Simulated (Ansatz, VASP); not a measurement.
## ZnS in VASP and in Ansatz

File INCAR:

```
ALGO = Normal
EDIFF = 1E-7
ENCUT = 520
GGA = PE
ISIF = 2
ISMEAR = 0
LASPH = True
LCHARG = False
LREAL = False
LWAVE = False
NBANDS = 46
NELM = 80
PREC = Accurate
SIGMA = 0.05
```

The input KPOINTS:

```
k-points
0
Gamma
  12 12 2
```

POSCAR

```
ZnS
1.0
    3.8467234474      0.0000000000      0.0000000000
   -1.9233617237      3.3313602268      0.0000000000
    0.0000000000      0.0000000000     12.5902250312
Zn S
4 4
Direct
    0.0000000000      0.0000000000      0.0179213545
    0.0000000000      0.0000000000      0.5179213545
    0.3333333333      0.6666666667      0.2321889577
    0.6666666667      0.3333333333      0.7321889577
    0.0000000000      0.0000000000      0.1914403252
    0.0000000000      0.0000000000      0.6914403252
    0.3333333333      0.6666666667      0.4334125176
    0.6666666667      0.3333333333      0.9334125176
```

Input for Ansatz:

```yaml
crystal:
  lattice:
    - [3.8467234474, 0.0, 0.0]
    - [-1.9233617237, 3.3313602268, 0.0]
    - [0.0, 0.0, 12.5902250312]
  atoms:
    - { symbol: Zn, position: [0.0, 0.0, 0.0179213545] }
    - { symbol: Zn, position: [0.0, 0.0, 0.5179213545] }
    - { symbol: Zn, position: [0.3333333333, 0.6666666667, 0.2321889577] }
    - { symbol: Zn, position: [0.6666666667, 0.3333333333, 0.7321889577] }
    - { symbol: S, position: [0.0, 0.0, 0.1914403252] }
    - { symbol: S, position: [0.0, 0.0, 0.6914403252] }
    - { symbol: S, position: [0.3333333333, 0.6666666667, 0.4334125176] }
    - { symbol: S, position: [0.6666666667, 0.3333333333, 0.9334125176] }
basis:
  ecutwfc: 420
kpoints:
  mp_grid: { grid: [12, 12, 2] }
hamiltonian:
  xc: pbe
scf:
  occupations: { method: gaussian, width: 0.05 }
output:
  forces: true
  stress: true
  eigenvalues: true
```

Change from the starting cell: mode 12 (188.4 1/cm) frozen in, largest displacement +0.225 Å.

Alike in both runs: task single point; functional PBE; k mesh 12 × 12 × 2; occupations gaussian, width 0.05 eV; no spin polarisation.

|  | VASP | Ansatz |
| --- | --- | --- |
| version | VASP 6.6.1 | Ansatz 0.2.0 |
| potentials or method | VASP PAW PBE potentials, release 64 (Zn, S), cutoff 520 eV | scalar-relativistic, plane waves, PAW |
| valence electrons in the cell | 72 | 72 |

```tsv
	VASP	Ansatz	Ansatz less VASP
gap on the k mesh at the Fermi level (eV)	1.36	1.37	+0.006
least direct gap on the mesh (eV)	1.36	1.37	+0.006
pressure (GPa)	1.1	1.0	-0.16
traceless stress, the component that is largest in VASP (GPa)	0.50	0.51	+0.015
rms of the force components (eV/Å)	0.856	0.850	-0.0068
```

Atom by atom the forces differ by 0.008 eV/Å (rms over components).
